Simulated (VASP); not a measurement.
# Rh (I4/mmm) in VASP: further runs, part 2 of 2

VASP 6.6.1. The steps go on from the part before.

## Step 3: Single point, LDA (14.64 Å³/atom)

Contents of INCAR:

```
SYSTEM = Rh
  PREC = Accurate
  ENCUT = 520
  EDIFF = 1E-7
  ISMEAR = 0
  SIGMA = 0.15
  LREAL = .FALSE.
  LASPH = .TRUE.
  NELM = 60
  ALGO = Fast
  ISIF = 2
  LWAVE = .FALSE.
  LCHARG = .TRUE.
  LELF = .TRUE.
  LVHAR = .TRUE.
  NBANDS = 14
```

Contents of KPOINTS:

```
Automatic mesh
0
G
  22 22 22
  0 0 0
```

Contents of POSCAR:

```
Rh
1.0
    0.0000000000      1.9921281444      1.8441130233
    1.9921281444      0.0000000000      1.8441130233
    1.9921281444      1.9921281444      0.0000000000
Rh
1
Direct
    0.0000000000      0.0000000000      0.0000000000
```

Potentials or basis: VASP PAW LDA potentials, release 64 (Rh_pv).

Started as:

```sh
cat potpaw_LDA.64/Rh_pv/POTCAR > POTCAR
mpirun -np 1 vasp_std > vasp.out
```

Run time: 99 s. Hardware: 1 thread of AMD EPYC 9R45 (Zen 5), shared host; peak memory 0.21 GiB.

The run converged. Its results:

| Item | Value |
| --- | --- |
| Free energy | -8.5424 eV |
| Pressure | -23.4 GPa |
| Band gap on the k mesh | zero (an odd number of electrons rules out a gap without spin polarisation) |

Stress tensor (GPa, compression positive):
```
-28.25   0.00   0.00
  0.00 -28.25   0.00
  0.00   0.00 -13.85
```

Levels at points of the mesh, in eV from the Fermi level:
```
           k point  band 3  band 4  band 5  band 6  band 7  band 8  band 9  band 10  band 11  band 12
(0.00, 0.00, 0.00)  -46.01   -7.56   -3.01   -3.01   -2.29   -1.35   -0.48    16.10    20.34    20.34
(0.50, 0.00, 0.00)  -46.07   -5.65   -3.25   -2.43    0.32    0.74    0.80     8.02    15.37    19.90
(0.50, 0.50, 0.00)  -46.32   -5.75   -5.47    0.50    0.93    0.93    4.25    11.95    11.95    12.92
(0.50, 0.00, 0.50)  -46.20   -5.75   -5.36    0.48    0.57    1.16    2.65    10.79    13.03    13.73
```

Caveat: the stress differs along the axes, from -28 to -14 GPa.

## Step 4: Single point, LDA (15.34 Å³/atom)

This run uses another cell than the first one, of 15.34 Å³/atom.

Contents of INCAR:

```
PREC     = Accurate       # precision mode
ENCUT    = 520            # plane-wave cutoff, eV
EDIFF    = 1E-7           # SCF threshold, eV
ISMEAR   = 0              # smearing method
SIGMA    = 0.15           # smearing width, eV
LREAL    = False          # projectors in reciprocal space
LASPH    = True           # aspherical terms in the spheres
NELM     = 60             # most SCF steps
ALGO     = Fast           # electronic algorithm
ISIF     = 2              # what is computed and relaxed
LWAVE    = False          # write WAVECAR
LCHARG   = False          # write CHGCAR
NBANDS   = 14             # bands
```

Contents of KPOINTS:

```
Automatic mesh
0
Gamma
  22 22 22
```

Contents of POSCAR:

```
Rh
1.0
    0.0000000000      1.8732819325      2.1861200152
    1.8732819325      0.0000000000      2.1861200152
    1.8732819325      1.8732819325      0.0000000000
Rh
1
Direct
    0.0000000000      0.0000000000      0.0000000000
```

Started as:

```sh
cat potpaw_LDA.64/Rh_pv/POTCAR > POTCAR
mpirun -np 1 vasp_std > vasp.out
```

It took 1.8 min on 1 thread of AMD EPYC 9R45 (Zen 5), shared host; peak memory 0.22 GiB.

Results (log left out):

```yaml
Free_energy: -8.3236 eV
Pressure: -28.2 GPa
Band_gap_on_the_k_mesh: zero (an odd number of electrons rules out a gap without spin polarisation)
```

Stress tensor (GPa, compression positive):
```
-19.97   0.00   0.00
  0.00 -19.97   0.00
  0.00   0.00 -44.54
```

Levels at points of the mesh, in eV from the Fermi level:
```csv
k point,band 5,band 6,band 7,band 8,band 9,band 10
"(0.00, 0.00, 0.00)",-3.57,-1.96,-1.96,-1.82,0.01,16.37
"(0.50, 0.00, 0.00)",-3.30,-1.92,0.24,0.75,0.92,7.71
"(0.50, 0.50, 0.00)",-5.08,0.66,0.74,0.74,1.36,8.38
"(0.50, 0.00, 0.50)",-4.90,0.12,0.29,1.56,4.19,11.44
```

Caveat: the stress differs along the axes, from -45 to -20 GPa.

## Step 5: Single point, LDA (15.34 Å³/atom)

This run uses another cell than the first one, of 15.34 Å³/atom.

Contents of INCAR:

```
SYSTEM = Rh
PREC = Accurate
ENCUT = 520
EDIFF = 1E-6
ISMEAR = 0
SIGMA = 0.15
LREAL = .False.
LASPH = .True.
NELM = 80
ALGO = Fast
ISIF = 2
LWAVE = .False.
LCHARG = .False.
GGA = CA
NBANDS = 14
```

Contents of KPOINTS:

```
Automatic mesh
0
Gamma
  22 22 22
  0 0 0
```

Contents of POSCAR:

```
Rh
1.0
    0.0000000000      2.0764272299      1.7792904933
    2.0764272299      0.0000000000      1.7792904933
    2.0764272299      2.0764272299      0.0000000000
Rh
1
Direct
    0.0000000000      0.0000000000      0.0000000000
```

Started as:

```sh
cat potpaw_LDA.64/Rh_pv/POTCAR > POTCAR
mpirun -np 1 vasp_std > vasp.out
```

Run time: 83 s. Hardware: 1 thread of AMD EPYC 9R45 (Zen 5), shared host; peak memory 0.22 GiB.

It converged, with:

```yaml
Free_energy: -8.3383 eV
Pressure: -29.2 GPa
Band_gap_on_the_k_mesh: zero (an odd number of electrons rules out a gap without spin polarisation)
```

Stress tensor (GPa, compression positive):
```
-36.08   0.00   0.00
  0.00 -36.08   0.00
  0.00   0.00 -15.58
```

Levels at points of the mesh, in eV from the Fermi level:
| k point | band 3 | band 4 | band 5 | band 6 | band 7 | band 8 | band 9 | band 10 | band 11 | band 12 |
| --- | --- | --- | --- | --- | --- | --- | --- | --- | --- | --- |
| (0.00, 0.00, 0.00) | -45.84 | -7.19 | -2.86 | -2.86 | -1.66 | -1.62 | -0.18 | 16.43 | 19.54 | 19.54 |
| (0.50, 0.00, 0.00) | -45.89 | -5.25 | -3.32 | -1.74 | 0.13 | 0.91 | 0.95 | 7.72 | 15.08 | 18.80 |
| (0.50, 0.50, 0.00) | -46.20 | -5.27 | -5.10 | 0.53 | 0.91 | 0.91 | 5.38 | 10.86 | 10.86 | 13.84 |
| (0.50, 0.00, 0.50) | -45.99 | -5.31 | -4.80 | 0.29 | 0.33 | 1.25 | 2.21 | 9.66 | 13.12 | 14.38 |

Caveat: the stress differs along the axes, from -36 to -16 GPa.

## Step 6: Single point, LDA (15.34 Å³/atom)

This run uses another cell than the first one, of 15.34 Å³/atom.

Contents of INCAR:

```
PREC     = Accurate       # precision mode
ENCUT    = 520            # plane-wave cutoff, eV
EDIFF    = 1E-6           # SCF threshold, eV
ISMEAR   = 0              # smearing method
SIGMA    = 0.15           # smearing width, eV
LREAL    = F              # projectors in reciprocal space
LASPH    = T              # aspherical terms in the spheres
NELM     = 80             # most SCF steps
ALGO     = Fast           # electronic algorithm
ISIF     = 2              # what is computed and relaxed
LWAVE    = F              # write WAVECAR
LCHARG   = F              # write CHGCAR
GGA      = CA             # functional
NBANDS   = 14             # bands
```

Contents of KPOINTS:

```
Automatic mesh
0
Gamma
  22 22 22
```

Contents of POSCAR:

```
Rh
1.0
    0.0000000000      2.1305866164      1.6899813042
    2.1305866164      0.0000000000      1.6899813042
    2.1305866164      2.1305866164      0.0000000000
Rh
1
Direct
    0.0000000000      0.0000000000      0.0000000000
```

Potentials or basis: VASP PAW LDA potentials, release 64 (Rh_pv).

Started as:

```sh
cat potpaw_LDA.64/Rh_pv/POTCAR > POTCAR
mpirun -np 1 vasp_std > vasp.out
```

It took 84 s on 1 thread of AMD EPYC 9R45 (Zen 5), shared host; peak memory 0.23 GiB.

It converged, with:

```yaml
Free_energy: -8.2327 eV
Pressure: -27.1 GPa
Band_gap_on_the_k_mesh: zero (an odd number of electrons rules out a gap without spin polarisation)
```

Stress tensor (GPa, compression positive):
```
-33.92   0.00   0.00
  0.00 -33.92   0.00
  0.00   0.00 -13.36
```

Levels at points of the mesh, in eV from the Fermi level:
```tsv
k point	band 4	band 5	band 6	band 7	band 8	band 9	band 10	band 11
(0.00, 0.00, 0.00)	-7.14	-2.79	-2.79	-2.02	-1.09	-0.07	17.00	19.01
(0.50, 0.00, 0.00)	-5.19	-3.56	-1.17	0.01	1.09	1.16	7.95	14.80
(0.50, 0.50, 0.00)	-5.15	-5.09	0.68	0.96	0.96	6.73	10.08	10.08
(0.50, 0.00, 0.50)	-5.22	-4.47	0.12	0.13	1.38	1.85	9.12	13.56
```

Caveat: the stress differs along the axes, from -34 to -13 GPa.

## Step 7: Single point, LDA (15.34 Å³/atom)

This run uses another cell than the first one, of 15.34 Å³/atom.

Contents of INCAR:

```
SYSTEM = Rh
PREC = Accurate
ENCUT = 520
EDIFF = 1E-7
ISMEAR = 0
SIGMA = 0.15
LREAL = .False.
LASPH = .True.
NELM = 60
ALGO = Fast
ISIF = 2
LWAVE = .False.
LCHARG = .False.
GGA = CA
NBANDS = 14
```

Contents of KPOINTS:

```
regular mesh
0
Gamma
  22 22 22
  0 0 0
```

Contents of POSCAR:

```
Rh
1.0
    0.0000000000      2.0236559358      1.8732982998
    2.0236559358      0.0000000000      1.8732982998
    2.0236559358      2.0236559358      0.0000000000
Rh
1
Direct
    0.0000000000      0.0000000000      0.0000000000
```

Started as:

```sh
cat potpaw_LDA.64/Rh_pv/POTCAR > POTCAR
mpirun -np 1 vasp_std > vasp.out
```

Wall time 2 min (1 thread of AMD EPYC 9R45 (Zen 5), shared host); peak memory 0.23 GiB.

Results (log left out):

- Free energy: -8.4222 eV
- Pressure: -30.9 GPa
- Band gap on the k mesh: zero (an odd number of electrons rules out a gap without spin polarisation)

Stress tensor (GPa, compression positive):
```
-35.05   0.00   0.00
  0.00 -35.05   0.00
  0.00   0.00 -22.53
```

Levels at points of the mesh, in eV from the Fermi level:
```csv
k point,band 5,band 6,band 7,band 8,band 9,band 10
"(0.00, 0.00, 0.00)",-2.80,-2.80,-2.13,-1.26,-0.45,16.10
"(0.50, 0.00, 0.00)",-3.02,-2.25,0.30,0.68,0.87,7.58
"(0.50, 0.50, 0.00)",-5.09,0.46,0.86,0.86,4.17,11.69
"(0.50, 0.00, 0.50)",-4.99,0.44,0.52,1.07,2.63,10.26
```

Caveat: the stress differs along the axes, from -35 to -23 GPa.

## Step 8: Summary

```csv
cell,further INCAR settings,gap on the mesh (eV),pressure (GPa)
"a = 2.677, b = 2.677, c = 2.966 Å, angles 56.4, 56.4, 67.3°, 1 atom",ALGO = Fast; EDIFF = 1e-06; NBANDS = 14,none,-19.2
"a = 2.715, b = 2.715, c = 2.817 Å, angles 58.7, 58.7, 62.5°, 1 atom",ALGO = Fast; EDIFF = 1e-07; NBANDS = 14,none,-23.4
"a = 2.879, b = 2.879, c = 2.649 Å, angles 62.6, 62.6, 54.8°, 1 atom",ALGO = Fast; EDIFF = 1e-07; NBANDS = 14,none,-28.2
"a = 2.734, b = 2.734, c = 2.937 Å, angles 57.5, 57.5, 65.0°, 1 atom",ALGO = Fast; EDIFF = 1e-06; NBANDS = 14,none,-29.2
"a = 2.719, b = 2.719, c = 3.013 Å, angles 56.4, 56.4, 67.3°, 1 atom",ALGO = Fast; EDIFF = 1e-06; NBANDS = 14,none,-27.1
"a = 2.758, b = 2.758, c = 2.862 Å, angles 58.7, 58.7, 62.5°, 1 atom",ALGO = Fast; EDIFF = 1e-07; NBANDS = 14,none,-30.9
```

Alike in all rows: task single point; level LDA; potentials or basis VASP PAW LDA potentials, release 64 (Rh_pv); no spin polarisation; k mesh 22 × 22 × 22; cutoff (eV) 520; smearing gaussian 0.15 eV.

Caveats: the stress differs along the axes, from -27 to -3 GPa (at least some runs); the stress differs along the axes, from -28 to -14 GPa (at least some runs); the stress differs along the axes, from -45 to -20 GPa (at least some runs); the stress differs along the axes, from -36 to -16 GPa (at least some runs); the stress differs along the axes, from -34 to -13 GPa (at least some runs); the stress differs along the axes, from -35 to -23 GPa (at least some runs).

Absolute energies hang on the potentials; compare differences alone.
